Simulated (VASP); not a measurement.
Write the native input for VASP 6.6.1 that does the following.

| Quantity | Value |
| --- | --- |
| Task | single point |
| Functional | PBE |
| Dispersion | D3(BJ) |
| Potentials or basis | VASP PAW PBE potentials, release 64 (As, H) |
| Cutoff | 520 eV |
| k mesh | 9 × 9 × 1 |
| Occupations | gaussian, width 0.05 eV |
| Spin | collinear spin, ferromagnetic start |
| Starting moments | [0.0, 0.0, 1.0] μB |
| Dipole correction | yes |
| Further INCAR settings | ALGO = Normal; EDIFF = 1e-07; NBANDS = 16 |

The structure of As2H lies in POSCAR:

```
As2H
1.0
    3.5713387681      0.0000000000      0.0000000000
   -1.7856693841      3.0928700987      0.0000000000
    0.0000000000      0.0000000000     18.3976402524
As H
2 1
Direct
    0.3333333333      0.6666666667      0.2933876398
    0.6666666667      0.3333333333      0.2174191877
    0.6666666667      0.6666666667      0.4700407299
```

One way to write it, as run:

INCAR

```
ALGO = Normal
DIPOL = 0.5 0.5 0.327
EDIFF = 1E-7
ENCUT = 520
GGA = PE
IDIPOL = 3
ISIF = 2
ISMEAR = 0
ISPIN = 2
IVDW = 12
LASPH = T
LCHARG = T
LDIPOL = T
LELF = T
LORBIT = 11
LREAL = F
LVACPOTAV = T
LVHAR = T
LWAVE = F
MAGMOM = 0 0 1
NBANDS = 16
NELM = 150
PREC = Accurate
SIGMA = 0.05
```

KPOINTS

```
k-points
0
Gamma
  9 9 1
```

Potentials or basis: VASP PAW PBE potentials, release 64 (As, H).

Launch:

```console
$ cat potpaw_PBE.64/As/POTCAR potpaw_PBE.64/H/POTCAR > POTCAR
$ mpirun -np 1 vasp_std > vasp.out
```

It gave:

| Property | Result |
| --- | --- |
| Largest force | 0.123 eV/Å |
| Band gap on the k mesh | 1.49 eV, indirect (least direct gap 1.84 eV) |
| Net moment | 1.00 μB per cell |
| Site moments | As +0.01; H +0.38 μB |
| Valence electrons inside the program's atomic spheres | As 2.72; H 0.38 |
| Dispersion energy per atom | -0.155 eV |

Run time: 8.5 min on 1 thread of AMD EPYC 7R43 64-Core Processor (Zen 3), on a shared host, peak memory 0.49 GiB.
